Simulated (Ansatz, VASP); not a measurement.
## One calculation of Ga3AsP2, two programs

```
Ga As P
1.0
     3.94875    0.00000    0.00000
     0.00000    3.94875    0.00000
     0.00000    0.00000   16.75470
Ga As P
6 2 4
Cartesian
  0.0000 0.0000 -0.1418
  1.9744 1.9744 2.7925
  0.0000 0.0000 5.7267
  1.9744 1.9744 8.4499
  0.0000 0.0000 11.1698
  1.9744 1.9744 13.8898
  0.0000 1.9744 1.3264
  1.9744 0.0000 4.2585
  0.0000 1.9744 7.0874
  1.9744 0.0000 9.8098
  0.0000 1.9744 12.5299
  1.9744 0.0000 15.2522
```

Alike in both runs: functional PBE; k mesh 8 × 8 × 2; occupations gaussian, width 0.1 eV; no spin polarisation.

Ansatz relaxed the structure, and its values are those at the end. VASP's run is a single point on that final structure, the one shown.

|  | VASP | Ansatz |
| --- | --- | --- |
| version | VASP 6.6.1 | Ansatz 0.2.0 |
| potentials or method | VASP PAW PBE potentials, release 64 (Ga_d, As, P), cutoff 520 eV | scalar-relativistic, plane waves, PAW |
| valence electrons in the cell | 108 | 128 |

```csv
,VASP,Ansatz,Ansatz less VASP
gap on the k mesh at the Fermi level (eV),1.01,1.01,+0.001
least direct gap on the mesh (eV),1.01,1.01,+0.001
pressure (GPa),0.1,0.0,-0.07
rms of the force components (eV/Å),0.003,0.000,-0.0033
```

VASP's potentials hold 108 valence electrons a cell and Ansatz's 128, so a difference there can come from the potentials and not from the codes.
